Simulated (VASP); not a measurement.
# C (Fmmm) in VASP: settings compared

The runs below take C through single point, with PBE, LDA.

Everything below comes from runs of VASP 6.6.1. Logs are shortened: lines on timing, memory, paths and dates and some standing lists are left out, and cuts for length are marked.

## 1. The cell of the first run

The structure is orthorhombic, space group Fmmm (No. 69). The conventional cell has a = 2.420 Å, b = 4.192 Å, c = 6.897 Å, α = 90.00°, β = 90.00°, γ = 90.00°. C (site symmetry m2m) has 3 C at 1.40 Å within 1.9 Å.

## 2. Single point, PBE (z stretched by +3 % at fixed volume)

INCAR

```
SYSTEM = C
ALGO = Normal ; EDIFF = 1E-7
ENCUT = 520 ; GGA = PE
ISIF = 2 ; ISMEAR = -1
LASPH = .True. ; LCHARG = .True.
LELF = .True. ; LREAL = .False.
LVHAR = .True. ; LWAVE = .False.
NBANDS = 11 ; NELM = 60
PREC = Accurate ; SIGMA = 0.05
```

KPOINTS

```
k-points
0
Gamma
  18 18 18
  0 0 0
```

POSCAR

```
C
1.0
    0.0000000000      2.0957953747      3.4484400000
    1.2099843536      0.0000000000      3.4484400000
    1.2099843536      2.0957953747      0.0000000000
C
2
Direct
    0.1666700000      0.8333300000      0.1666700000
    0.8333300000      0.1666700000      0.8333300000
```

Potentials or basis: VASP PAW PBE potentials, release 64 (C).

Started as:

```bash
$ cat potpaw_PBE.64/C/POTCAR > POTCAR
$ mpirun -np 1 vasp_std > vasp.out
```

OUTCAR:

```text
SYSTEM = C
   EDIFF = 1E-7
   ENCUT = 520
   GGA = PE
   ISIF = 2
   ISMEAR = -1
   LASPH = .True.
   LREAL = .False.
   NELM = 60
   PREC = Accurate

 ion  position               nearest neighbor table
   1  0.167  0.833  0.167-   2 1.40   2 1.40   2 1.40
   2  0.833  0.167  0.833-   1 1.40   1 1.40   1 1.40

  LATTYP: Found a face centered orthorhombic cell.
 ALAT       =     2.4199687072
 B/A-ratio  =     1.7320846906
 C/A-ratio  =     2.8499872661

  Lattice vectors:

 A1 = (   0.0000000000,   2.0957953747,   3.4484400000)
 A2 = (   1.2099843536,   0.0000000000,   3.4484400000)
 A3 = (   1.2099843536,   2.0957953747,   0.0000000000)

Analysis of symmetry for initial positions (statically):
=====================================================================
 Subroutine PRICEL returns:
 Original cell was already a primitive cell.

 Routine SETGRP: Setting up the symmetry group for a
 face centered orthorhombic supercell.

 Subroutine GETGRP returns: Found  8 space group operations
 (whereof  8 operations were pure point group operations)
 out of a pool of  8 trial point group operations.

The static configuration has the point symmetry D_2h.

Analysis of symmetry for dynamics (positions and initial velocities):
=====================================================================
 Subroutine PRICEL returns:
 Original cell was already a primitive cell.

 Routine SETGRP: Setting up the symmetry group for a
 face centered orthorhombic supercell.

 Subroutine GETGRP returns: Found  8 space group operations
 (whereof  8 operations were pure point group operations)
 out of a pool of  8 trial point group operations.

The dynamic configuration has the point symmetry D_2h.

 Subroutine INISYM returns: Found  8 space group operations
 (whereof  8 operations are pure point group operations),
 and found     1 'primitive' translations

----------------------------------------------------------------------------------------

                                     Primitive cell

  volume of cell :      17.4897

  direct lattice vectors                    reciprocal lattice vectors
     0.000000000  2.095795375  3.448440000    -0.413228484  0.238572909  0.144993098
     1.209984354  0.000000000  3.448440000     0.413228484 -0.238572909  0.144993098
     1.209984354  2.095795375  0.000000000     0.413228484  0.238572909 -0.144993098

  length of vectors
     4.035355831  3.654558875  2.420004213     0.498696111  0.498696111  0.498696111

  position of ions in fractional coordinates (direct lattice)
     0.166670000  0.833330000  0.166670000
     0.833330000  0.166670000  0.833330000

[... 79 lines left out ...]
   NSW    =      0    number of steps for IOM
   IBRION =     -1    ionic relax: 0-MD 1-quasi-New 2-CG
   NFREE  =      0    steps in history (QN), initial steepest desc. (CG)
   ISIF   =      2    stress and relaxation
   ISYM   =      2    0-nonsym 1-usesym 2-fastsym
   POTIM  = 0.5000    time-step for ionic-motion
   TEBEG  =    0.0;   TEEND  =   0.0 temperature during run
   PSTRESS=    0.0 pullay stress
   NELECT =       8.0000    total number of electrons
   NUPDOWN=      -1.0000    fix difference up-down
   EMIN   =  10.00;   EMAX   =-10.00  energy-range for DOS
   EFERMI =   0.00;   METHOD = LEGACY
   ISMEAR =    -1;   SIGMA  =   0.05  broadening in eV -4-tet -1-fermi 0-gaus
   EFERMI_NEDOS =   21; number of points for ismear=-14 and -15
   IALGO  =     38    algorithm
   IMIX   =      4    mixing-type and parameters
     AMIX     =   0.40;   BMIX     =  1.00
     AMIX_MAG =   1.60;   BMIX_MAG =  1.00
  volume/ion in A,a.u.               =       8.74        59.01
  Fermi-wavevector in a.u.,A,eV,Ry     =   1.261376  2.383654 21.647797  1.591068
  Thomas-Fermi vector in A             =   2.394838
   LORBIT       =      0    0 simple, 1 ext, 2 COOP (PROOUT), +10 PAW based schemes
   GGA     = PE    functional components
   LHFCALC =     F    Hartree Fock is set to
   AEXX    =    0.0000 exact exchange contribution
   IVDW    =     0    specifies the selected vdW correction
   LEPSILON=     F    determine dielectric tensor
   LRPA    =     F    only Hartree local field effects (RPA)
 non-spin polarized calculation
  energy-cutoff  :      520.00
  volume of cell :       17.49
 maximum number of plane-waves:       487
   NGX = 15   NGY = 13   NGZ =  9

 number of electron       8.0000000 magnetization

 Free energy of the ion-electron system (eV)
  ---------------------------------------------------
  ext. energy  EPLUGINS =         0.00000000
  ---------------------------------------------------
  free energy    TOTEN  =       -18.37640592 eV

  energy without entropy =      -18.37614965  energy(sigma->0) =      -18.37627779

 E-fermi :   4.7752     XC(G=0): -10.2402

 val. band max:        4.7461590389   @ k =  -0.2778   0.0556   0.3333
 cond. band min:       4.8106669370   @ k =  -0.2222   0.1111   0.3333
 fundamental gap:      0.0645078980
 Fermi energy:         4.7751978749

 k-point     1 :       0.0000    0.0000    0.0000
  band No.  band energies     occupation
      1     -15.2983      2.00000
      2      -2.3231      2.00000
      3       1.7814      2.00000
      4       1.7980      2.00000
      5       8.6284      0.00000
      6      13.4712      0.00000
      7      13.5237      0.00000
      8      16.8683      0.00000
      9      18.6528      0.00000
     10      28.1148      0.00000
     11      29.7012      0.00000
[... 309 lines left out ...]
 k-point    24 :      -0.2222    0.0556    0.0000
  band No.  band energies     occupation
      1     -13.4041      2.00000
      2      -3.4456      2.00000
      3      -0.6200      2.00000
      4      -0.3124      2.00000
      5      11.1181      0.00000
      6      11.4429      0.00000
      7      13.3016      0.00000
      8      19.8454      0.00000
      9      21.8473      0.00000
     10      23.4571      0.00000
     11      28.5620      0.00000

 [... further k-points ...]
[... 5 lines left out ...]
  --------------------------------------------------------------------------------------
  -------------------------------------------------------------------------------------
  Total        2.7801811      2.7404377      0.2900025      0.0000000      0.0000000      0.0000000
  in kB      254.6844113    251.0436359     26.5663010      0.0000000      0.0000000      0.0000000
  external PRESSURE =     177.4314494 kB  Pullay stress =       0.0000000 kB

 VOLUME and BASIS-vectors are now :
 -----------------------------------------------------------------------------
  energy-cutoff  :      520.00
  volume of cell :       17.49
      direct lattice vectors                 reciprocal lattice vectors
     0.000000000  2.095795375  3.448440000    -0.413228484  0.238572909  0.144993098
     1.209984354  0.000000000  3.448440000     0.413228484 -0.238572909  0.144993098
     1.209984354  2.095795375  0.000000000     0.413228484  0.238572909 -0.144993098

 POSITION                                       TOTAL-FORCE (eV/Angst)
 -----------------------------------------------------------------------------------
      1.20998      0.69861      3.44844         0.000000      0.002040      0.000000
      1.20998      3.49298      3.44844         0.000000     -0.002040      0.000000
 -----------------------------------------------------------------------------------
    total drift:                               -0.000000     -0.000000     -0.000000

  FREE ENERGIE OF THE ION-ELECTRON SYSTEM (eV)
  ---------------------------------------------------
  free  energy   TOTEN  =       -18.3764059220 eV

  energy  without entropy=      -18.3761496485  energy(sigma->0) =      -18.37627779
```

Run time: 80 s. Hardware: 1 thread of Intel Xeon 6975P-C (Granite Rapids), shared host; peak memory 0.24 GiB.

Results:

| Quantity | Value |
| --- | --- |
| Free energy | -18.3764 eV |
| Pressure | 17.7 GPa |
| Band gap on the k mesh | 0.06 eV, indirect (least direct gap 0.13 eV) |

Forces in eV/Å, atoms in the order of the input:
```
C    0.000  0.002  0.000
C    0.000 -0.002  0.000
```

 A k mesh can miss the band edges.

## 3. Single point, LDA

This run uses another cell than the first one, of the same volume but with other edges.

INCAR

```
SYSTEM = C
ALGO = Normal ; EDIFF = 1E-6
ENCUT = 520 ; GGA = CA
ISIF = 2 ; ISMEAR = -1
LASPH = .True. ; LCHARG = .False.
LREAL = .False. ; LWAVE = .False.
NBANDS = 11 ; NELM = 100
PREC = Accurate ; SIGMA = 0.05
```

KPOINTS is that of step 2.

POSCAR

```
C
1.0
    0.0000000000      2.1270000000      3.3480000000
    1.2280000000      0.0000000000      3.3480000000
    1.2280000000      2.1270000000      0.0000000000
C
2
Direct
    0.1666700000      0.8333300000      0.1666700000
    0.8333300000      0.1666700000      0.8333300000
```

Potentials or basis: VASP PAW LDA potentials, release 64 (C).

Started as:

```bash
$ cat potpaw_LDA.64/C/POTCAR > POTCAR
$ mpirun -np 1 vasp_std > vasp.out
```

It took 2 min on 1 thread of AMD EPYC 7R13 (Zen 3), shared host; peak memory 0.2 GiB.

The run converged. Its results:

* Free energy: -20.2189 eV
* Pressure: -3.0 GPa
* Largest force: 0.006 eV/Å
* Band gap on the k mesh: 0.08 eV, indirect (least direct gap 0.16 eV)

Forces in eV/Å, atoms in the order of the input:
```
C    0.000  0.006  0.000
C    0.000 -0.006  0.000
```

Stress tensor (GPa, compression positive):
```
-4.30  0.00  0.00
 0.00 -4.82  0.00
 0.00  0.00  0.05
```

Levels at points of the mesh, in eV from the valence-band top:
```
           k point  band 1  band 2  band 3  band 4  band 5  band 6  band 7  band 8
(0.00, 0.00, 0.00)  -19.48   -6.55   -2.96   -2.93    3.90    8.40    8.47   11.47
(0.50, 0.00, 0.00)  -13.99  -13.15   -6.36   -2.34    1.63    7.63   12.28   13.35
(0.50, 0.50, 0.00)  -19.15   -8.63   -2.97   -2.94    8.37    8.44   10.19   11.62
(0.50, 0.00, 0.50)  -14.11  -13.24   -6.33   -1.53    2.55    7.86   10.95   11.06
(0.00, 0.50, 0.50)  -13.87  -13.05   -6.38   -3.04    0.89    7.43   13.53   17.14
```

## 4. Single point, PBE (equal xx and yy strain of -2 %)

INCAR

```
SYSTEM = C
ALGO = Normal
EDIFF = 1E-7
ENCUT = 520
GGA = PE
ISIF = 2
ISMEAR = -1
LASPH = .TRUE.
LCHARG = .TRUE.
LELF = .TRUE.
LREAL = .FALSE.
LVHAR = .TRUE.
LWAVE = .FALSE.
NBANDS = 11
NELM = 80
PREC = Accurate
SIGMA = 0.05
```

KPOINTS

```
k-points
0
G
  18 18 18
  0 0 0
```

POSCAR

```
C
1.0
    0.0000000000      2.0844600000      3.3480000000
    1.2034400000      0.0000000000      3.3480000000
    1.2034400000      2.0844600000      0.0000000000
C
2
Direct
    0.1666700000      0.8333300000      0.1666700000
    0.8333300000      0.1666700000      0.8333300000
```

Potentials or basis: VASP PAW PBE potentials, release 64 (C).

Started as:

```bash
$ cat potpaw_PBE.64/C/POTCAR > POTCAR
$ mpirun -np 1 vasp_std > vasp.out
```

Run time: 2.8 min. Hardware: 1 thread of Intel Xeon 6975P-C, shared host; peak memory 0.24 GiB.

It converged, with:

```yaml
Free_energy: -18.3315 eV
Pressure: 23.9 GPa
Band_gap_on_the_k_mesh: 0.08 eV, indirect (least direct gap 0.15 eV)
```

Forces on the atoms (eV/Å):
```
C    0.000  0.003  0.000
C    0.000 -0.003  0.000
```

Stress tensor (GPa, compression positive):
```
34.24  0.00  0.00
 0.00 33.75  0.00
 0.00  0.00  3.84
```

Levels at points of the mesh, in eV from the valence-band top:
| k point | band 1 | band 2 | band 3 | band 4 | band 5 | band 6 | band 7 | band 8 | band 9 |
| --- | --- | --- | --- | --- | --- | --- | --- | --- | --- |
| (0.00, 0.00, 0.00) | -20.20 | -7.02 | -2.94 | -2.92 | 4.05 | 8.85 | 8.91 | 12.33 | 14.32 |
| (0.50, 0.00, 0.00) | -14.47 | -13.65 | -6.55 | -2.47 | 1.71 | 8.15 | 12.86 | 13.89 | 19.76 |
| (0.50, 0.50, 0.00) | -19.90 | -8.96 | -2.95 | -2.93 | 8.81 | 8.88 | 10.41 | 12.46 | 14.17 |
| (0.50, 0.00, 0.50) | -14.57 | -13.73 | -6.53 | -1.72 | 2.59 | 8.36 | 11.38 | 11.64 | 18.59 |
| (0.00, 0.50, 0.50) | -14.35 | -13.56 | -6.58 | -3.13 | 1.00 | 7.96 | 14.26 | 17.68 | 20.66 |

Caveat: the cell differs from its parent crystal (equal xx and yy strain of -2 %). A k mesh can miss the band edges.

## 5. The runs side by side

```csv
level,potentials or basis,cell,gap on the mesh (eV),pressure (GPa)
PBE,"VASP PAW PBE potentials, release 64 (C)","a = 4.035, b = 3.655, c = 2.420 Å, angles 80.5, 63.3, 36.3°, 2 atoms",0.06,17.7
LDA,"VASP PAW LDA potentials, release 64 (C)","a = 3.967, b = 3.566, c = 2.456 Å, angles 80.1, 62.3, 37.6°, 2 atoms",0.08,-3.0
PBE,"VASP PAW PBE potentials, release 64 (C)","a = 3.944, b = 3.558, c = 2.407 Å, angles 80.3, 62.8, 37.0°, 2 atoms",0.08,23.9
```

Alike in all rows: task single point; no spin polarisation; k mesh 18 × 18 × 18; cutoff (eV) 520; smearing fermi-dirac 0.05 eV.

Absolute energies hang on the potentials; compare differences alone.
